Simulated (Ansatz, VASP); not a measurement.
## Sn: VASP beside Ansatz

```
CELL_PARAMETERS angstrom
2.93317 0.00000 0.00000
0.00000 2.93317 0.00000
0.00000 0.00000 2.93317
ATOMIC_POSITIONS crystal
Sn 0.00000 0.00000 0.00000
```

Alike in both runs: task relaxation of cell and atoms; functional PBE; k mesh 14 × 14 × 14; occupations fermi-dirac, width 0.03 eV; no spin polarisation.

|  | VASP | Ansatz |
| --- | --- | --- |
| version | VASP 6.6.1 | Ansatz 0.2.0 |
| potentials or method | VASP PAW PBE potentials, release 64 (Sn_d) | PAW with Ansatz's earlier generated frozen-core files (soft_1), scalar-relativistic |
| plane-wave cutoff (eV) | 600 | 420 |
| valence electrons in the cell | 14 | 14 |

```tsv
	VASP	Ansatz	Ansatz less VASP
gap on the k mesh at the Fermi level, each at its own relaxed structure (eV)	none	none	-
relaxed volume (Å³/atom)	29.40	29.43	+0.026
relaxed cell length with the largest relative difference (Å)	3.087	3.087	+0.0009
```

A gap of «none» marks a metal or a gap that the smearing closes.

Noted on VASP's run: the volume moved by over 15 % at a fixed basis, so the end points are rough.
